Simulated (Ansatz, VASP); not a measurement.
**SbP5: VASP beside Ansatz**

```
CELL_PARAMETERS angstrom
4.69513 0.00000 0.00000
-2.34756 4.06610 0.00000
0.00000 0.00000 5.47363
ATOMIC_POSITIONS crystal
Sb 0.00000 0.00000 0.50000
P 0.33333 0.66667 0.00000
P 0.66667 0.33333 0.00000
P 0.00000 0.00000 0.00000
P 0.33333 0.66667 0.50000
P 0.66667 0.33333 0.50000
```

Alike in both runs: functional PBE; k mesh 6 × 6 × 2; occupations gaussian, width 0.1 eV; no spin polarisation.

Ansatz relaxed the structure, and its values are those at the end. VASP's run is a single point on that final structure, the one shown.

|  | VASP | Ansatz |
| --- | --- | --- |
| version | VASP 6.6.1 | Ansatz 0.2.0 |
| potentials or method | VASP PAW PBE potentials, release 64 (Sb, P), cutoff 520 eV | scalar-relativistic, plane waves, PAW |
| valence electrons in the cell | 30 | 40 |

```tsv
	VASP	Ansatz	Ansatz less VASP
gap on the k mesh at the Fermi level (eV)	none	none	-
pressure (GPa)	-0.1	0.0	+0.09
```

A gap of «none» marks a metal or a gap that the smearing closes. With one functional, cell and mesh, what is left measures potentials, basis and numerics. VASP's potentials hold 30 valence electrons a cell and Ansatz's 40, so a difference there can come from the potentials and not from the codes.

The k mesh is coarse, so the values compare programs but aren't converged. Spin-orbit coupling is off throughout.
